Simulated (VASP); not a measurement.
# AlN (Fm-3m) in VASP: further runs

AlN is run at these levels: PBEsol, PBEsol+D3(BJ), LDA; tasks: single point, relaxation of cell and atoms.

The COD entry that gives the cell may itself be a prediction, so a difference from it is no test against experiment.

Program: VASP 6.6.1. These are calculated values, not measurements. Logs are shortened: lines on timing, memory, paths and dates and some standing lists are left out, and cuts for length are marked.

## 1. The cell of the first run

Symmetry: Fm-3m, No. 225, cubic system. Conventional cell: a = 4.045 Å, b = 4.045 Å, c = 4.045 Å, α = 90.00°, β = 90.00°, γ = 90.00°. Al (site symmetry m-3m) has 6 N at 2.02 Å within 2.7 Å. N (site symmetry m-3m) has 6 Al at 2.02 Å within 2.7 Å.

## 2. Single point, PBEsol

Contents of INCAR:

```
PREC = Accurate
ENCUT = 520
EDIFF = 1E-7
ISMEAR = 1
SIGMA = 0.1
LREAL = False
LASPH = True
NELM = 60
ALGO = Normal
ISIF = 2
LWAVE = False
LCHARG = True
GGA = PS
LELF = True
LVHAR = True
NBANDS = 11
```

Contents of KPOINTS:

```
Automatic mesh
0
Gamma
  8 8 8
```

Contents of POSCAR:

```
AlN
1.0
    0.0000000000      2.0226426050      2.0226426050
    2.0226426050      0.0000000000      2.0226426050
    2.0226426050      2.0226426050      0.0000000000
Al N
1 1
Direct
    0.0000000000      0.0000000000      0.0000000000
    0.5000000000      0.5000000000      0.5000000000
```

Potentials or basis: VASP PAW PBE potentials, release 64 (Al, N).

Command:

```console
$ cat potpaw_PBE.64/Al/POTCAR potpaw_PBE.64/N/POTCAR > POTCAR
$ mpirun -np 1 vasp_std > vasp.out
```

OUTCAR:

```text
PREC = Accurate
   ENCUT = 520
   EDIFF = 1E-7
   ISMEAR = 1
   LREAL = False
   LASPH = True
   NELM = 60
   ISIF = 2
   GGA = PS

 ion  position               nearest neighbor table
   1  0.000  0.000  0.000-   2 2.02   2 2.02   2 2.02   2 2.02   2 2.02   2 2.02
   2  0.500  0.500  0.500-   1 2.02   1 2.02   1 2.02   1 2.02   1 2.02   1 2.02

  LATTYP: Found a face centered cubic cell.
 ALAT       =     4.0452852100

  Lattice vectors:

 A1 = (   0.0000000000,   2.0226426050,   2.0226426050)
 A2 = (   2.0226426050,   0.0000000000,   2.0226426050)
 A3 = (   2.0226426050,   2.0226426050,   0.0000000000)

Analysis of symmetry for initial positions (statically):
=====================================================================
 Subroutine PRICEL returns:
 Original cell was already a primitive cell.

 Routine SETGRP: Setting up the symmetry group for a
 face centered cubic supercell.

 Subroutine GETGRP returns: Found 48 space group operations
 (whereof 48 operations were pure point group operations)
 out of a pool of 48 trial point group operations.

The static configuration has the point symmetry O_h .

Analysis of symmetry for dynamics (positions and initial velocities):
=====================================================================
 Subroutine PRICEL returns:
 Original cell was already a primitive cell.

 Routine SETGRP: Setting up the symmetry group for a
 face centered cubic supercell.

 Subroutine GETGRP returns: Found 48 space group operations
 (whereof 48 operations were pure point group operations)
 out of a pool of 48 trial point group operations.

The dynamic configuration has the point symmetry O_h .

 Subroutine INISYM returns: Found 48 space group operations
 (whereof 48 operations are pure point group operations),
 and found     1 'primitive' translations

----------------------------------------------------------------------------------------

                                     Primitive cell

  volume of cell :      16.5496

  direct lattice vectors                    reciprocal lattice vectors
     0.000000000  2.022642605  2.022642605    -0.247201359  0.247201359  0.247201359
     2.022642605  0.000000000  2.022642605     0.247201359 -0.247201359  0.247201359
     2.022642605  2.022642605  0.000000000     0.247201359  0.247201359 -0.247201359

  length of vectors
     2.860448604  2.860448604  2.860448604     0.428165313  0.428165313  0.428165313

  position of ions in fractional coordinates (direct lattice)
     0.000000000  0.000000000  0.000000000
     0.500000000  0.500000000  0.500000000

  ion indices of the primitive-cell ions
   primitive index   ion index
                 1           1
                 2           2

----------------------------------------------------------------------------------------

 KPOINTS: Automatic mesh

Automatic generation of k-mesh.
 Grid dimensions read from file:
 generate k-points for:    8    8    8

 Generating k-lattice:

  Cartesian coordinates                     Fractional coordinates (reciprocal lattice)
    -0.030900170  0.030900170  0.030900170     0.125000000  0.000000000  0.000000000
     0.030900170 -0.030900170  0.030900170     0.000000000  0.125000000  0.000000000
     0.030900170  0.030900170 -0.030900170     0.000000000  0.000000000  0.125000000

  Length of vectors
     0.053520664  0.053520664  0.053520664

  Shift w.r.t. Gamma in fractional coordinates (k-lattice)
     0.000000000  0.000000000  0.000000000

 Subroutine IBZKPT returns following result:
 ===========================================

 Found     29 irreducible k-points:

 Following reciprocal coordinates:
            Coordinates               Weight
  0.000000  0.000000  0.000000      1.000000
  0.125000  0.000000  0.000000      8.000000
  0.250000  0.000000  0.000000      8.000000
  0.375000  0.000000  0.000000      8.000000
  0.500000  0.000000  0.000000      4.000000
  0.125000  0.125000  0.000000      6.000000
[... 16 lines left out ...]
  0.500000  0.250000  0.125000     48.000000
 -0.375000  0.250000  0.125000     24.000000
 [... further k-points ...]
   k-points           NKPTS =     29   k-points in BZ     NKDIM =     29   number of bands    NBANDS=     11
   number of dos      NEDOS =    301   number of ions     NIONS =      2
   total plane-waves  NPLWV =  13824
   dimension x,y,z NGX =    24 NGY =   24 NGZ =   24
   dimension x,y,z NGXF=    48 NGYF=   48 NGZF=   48
   ions per type =               1   1
   NGX,Y,Z   is equivalent  to a cutoff of  13.95, 13.95, 13.95 a.u.
   NGXF,Y,Z  is equivalent  to a cutoff of  27.90, 27.90, 27.90 a.u.
 SYSTEM =  unknown system
   PREC   = accura    normal or accurate (medium, high low for compatibility)
   ISTART =      0    job   : 0-new  1-cont  2-samecut
   ICHARG =      2    charge: 1-file 2-atom 10-const
   ISPIN  =      1    spin polarized calculation?
   LNONCOLLINEAR =      F non collinear calculations
   LSORBIT =      F    spin-orbit coupling
   LASPH  =      T    aspherical Exc in radial PAW
   ENCUT  =  520.0 eV  38.22 Ry    6.18 a.u.   5.32  5.32  5.32*2*pi/ulx,y,z
   NELM   =     60;   NELMIN=  2; NELMDL= -5     # of ELM steps
   EDIFF  = 0.1E-06   stopping-criterion for ELM
   LREAL  =      F    real-space projection
   EDIFFG = 0.1E-05   stopping-criterion for IOM
   NSW    =      0    number of steps for IOM
   IBRION =     -1    ionic relax: 0-MD 1-quasi-New 2-CG
   NFREE  =      0    steps in history (QN), initial steepest desc. (CG)
   ISIF   =      2    stress and relaxation
   ISYM   =      2    0-nonsym 1-usesym 2-fastsym
   POTIM  = 0.5000    time-step for ionic-motion
   TEBEG  =    0.0;   TEEND  =   0.0 temperature during run
   PSTRESS=    0.0 pullay stress
   NELECT =       8.0000    total number of electrons
   NUPDOWN=      -1.0000    fix difference up-down
   EMIN   =  10.00;   EMAX   =-10.00  energy-range for DOS
   EFERMI =   0.00;   METHOD = LEGACY
   ISMEAR =     1;   SIGMA  =   0.10  broadening in eV -4-tet -1-fermi 0-gaus
   EFERMI_NEDOS =   21; number of points for ismear=-14 and -15
   IALGO  =     38    algorithm
   IMIX   =      4    mixing-type and parameters
     AMIX     =   0.40;   BMIX     =  1.00
     AMIX_MAG =   1.60;   BMIX_MAG =  1.00
  volume/ion in A,a.u.               =       8.27        55.84
  Fermi-wavevector in a.u.,A,eV,Ry     =   1.284820  2.427958 22.459992  1.650763
  Thomas-Fermi vector in A             =   2.416991
   LORBIT       =      0    0 simple, 1 ext, 2 COOP (PROOUT), +10 PAW based schemes
   GGA     = PS    functional components
   LHFCALC =     F    Hartree Fock is set to
   AEXX    =    0.0000 exact exchange contribution
   IVDW    =     0    specifies the selected vdW correction
   LEPSILON=     F    determine dielectric tensor
   LRPA    =     F    only Hartree local field effects (RPA)
 non-spin polarized calculation
 Methfessel and Paxton  Order N= 1 SIGMA  =   0.10
  energy-cutoff  :      520.00
  volume of cell :       16.55
 maximum number of plane-waves:       459
 NGX is ok and might be reduce to    24
   NGX = 11   NGY = 11   NGZ = 11

 number of electron       7.9999999 magnetization

 Free energy of the ion-electron system (eV)
  ---------------------------------------------------
  ext. energy  EPLUGINS =         0.00000000
  ---------------------------------------------------
  free energy    TOTEN  =       -15.44847389 eV

  energy without entropy =      -15.44851401  energy(sigma->0) =      -15.44848726

 E-fermi :   9.9508     XC(G=0): -12.4454

 val. band max:        9.8676974267   @ k =   0.0000   0.0000   0.0000
 cond. band min:      14.4080361042   @ k =   0.5000   0.5000   0.0000
 fundamental gap:      4.5403386775
 Fermi energy:         9.9507655728

 k-point     1 :       0.0000    0.0000    0.0000
  band No.  band energies     occupation
      1      -7.6691      2.00000
      2       9.8677      1.99497
      3       9.8677      1.99497
      4       9.8677      1.99497
      5      15.5159      0.00000
      6      21.8885      0.00000
      7      21.8885      0.00000
      8      21.8885      0.00000
      9      26.9635      0.00000
     10      27.5444      0.00000
     11      27.5444      0.00000

 k-point     2 :       0.1250    0.0000    0.0000
  band No.  band energies     occupation
      1      -7.3482      2.00000
      2       8.3633      2.00000
      3       9.6800      2.00087
      4       9.6800      2.00087
      5      16.3687      0.00000
      6      20.7259      0.00000
      7      22.3113      0.00000
      8      22.3113      0.00000
      9      25.6275      0.00000
     10      25.6275      0.00000
     11      27.8897      0.00000

 k-point     3 :       0.2500    0.0000    0.0000
  band No.  band energies     occupation
      1      -6.4338      2.00000
      2       5.5089      2.00000
      3       9.2729      2.00000
      4       9.2729      2.00000
      5      16.6649      0.00000
      6      20.9039      0.00000
      7      22.0711      0.00000
      8      22.0711      0.00000
      9      25.9296      0.00000
     10      25.9296      0.00000
     11      26.8922      0.00000

 k-point     4 :       0.3750    0.0000    0.0000
  band No.  band energies     occupation
      1      -5.1554      2.00000
      2       2.8025      2.00000
      3       8.9159      2.00000
      4       8.9159      2.00000
      5      16.1295      0.00000
      6      21.1291      0.00000
      7      21.1291      0.00000
      8      22.4130      0.00000
      9      26.0410      0.00000
     10      28.5090      0.00000
     11      28.5090      0.00000
[... 239 lines left out ...]
 k-point    22 :       0.3750    0.2500    0.1250
  band No.  band energies     occupation
      1      -5.6785      2.00000
      2       5.1351      2.00000
      3       7.2835      2.00000
      4       8.6760      2.00000
      5      18.4608      0.00000
      6      18.5472      0.00000
      7      20.0329      0.00000
      8      23.6416      0.00000
      9      24.9252      0.00000
     10      29.3260      0.00000
     11      31.2372      0.00000

 k-point    23 :       0.5000    0.2500    0.1250
  band No.  band energies     occupation
      1      -4.5304      2.00000
      2       3.3785      2.00000
      3       6.3574      2.00000
      4       8.1361      2.00000
      5      18.1136      0.00000
      6      18.9274      0.00000
      7      20.5988      0.00000
      8      23.0443      0.00000
      9      26.6956      0.00000
     10      29.8449      0.00000
     11      31.6767      0.00000

 k-point    24 :      -0.3750    0.2500    0.1250
  band No.  band energies     occupation
      1      -3.8686      2.00000
      2       2.3951      2.00000
      3       6.1354      2.00000
      4       7.8679      2.00000
      5      18.1973      0.00000
      6      18.3385      0.00000
      7      22.0857      0.00000
      8      22.5567      0.00000
      9      27.8703      0.00000
     10      28.7834      0.00000
     11      32.1672      0.00000

 [... further k-points ...]
[... 5 lines left out ...]
  --------------------------------------------------------------------------------------
  -------------------------------------------------------------------------------------
  Total       -0.0104223     -0.0104223     -0.0104223      0.0000000      0.0000000      0.0000000
  in kB       -1.0089875     -1.0089875     -1.0089875      0.0000000      0.0000000      0.0000000
  external PRESSURE =      -1.0089875 kB  Pullay stress =       0.0000000 kB

 VOLUME and BASIS-vectors are now :
 -----------------------------------------------------------------------------
  energy-cutoff  :      520.00
  volume of cell :       16.55
      direct lattice vectors                 reciprocal lattice vectors
     0.000000000  2.022642605  2.022642605    -0.247201359  0.247201359  0.247201359
     2.022642605  0.000000000  2.022642605     0.247201359 -0.247201359  0.247201359
     2.022642605  2.022642605  0.000000000     0.247201359  0.247201359 -0.247201359

 POSITION                                       TOTAL-FORCE (eV/Angst)
 -----------------------------------------------------------------------------------
      0.00000      0.00000      0.00000        -0.000000      0.000000     -0.000000
      2.02264      2.02264      2.02264         0.000000     -0.000000      0.000000
 -----------------------------------------------------------------------------------
    total drift:                               -0.000000     -0.000000      0.000000

  FREE ENERGIE OF THE ION-ELECTRON SYSTEM (eV)
  ---------------------------------------------------
  free  energy   TOTEN  =       -15.4484738885 eV

  energy  without entropy=      -15.4485140085  energy(sigma->0) =      -15.44848726
```

Wall time 14 s (1 thread of AMD EPYC 7R13, shared host); peak memory 0.1 GiB.

Results:

```
Free energy            : -15.4485 eV
Pressure               : -0.1 GPa
Band gap on the k mesh : 4.54 eV, indirect (least direct gap 5.65 eV)
```

Levels at points of the mesh, in eV from the valence-band top:
```tsv
k point	band 1	band 2	band 3	band 4	band 5	band 6	band 7	band 8
(0.00, 0.00, 0.00)	-17.54	0.00	0.00	0.00	5.65	12.02	12.02	12.02
(0.50, 0.00, 0.00)	-14.24	-8.36	-1.09	-1.09	6.03	10.89	10.89	13.23
(0.50, 0.50, 0.00)	-13.24	-7.44	-2.82	-2.82	4.54	5.14	13.95	17.14
```

Caveat: the PAW data sets were made with another functional, which shifts forces and pressure a little.

(Part 1 of 2 ends here.)
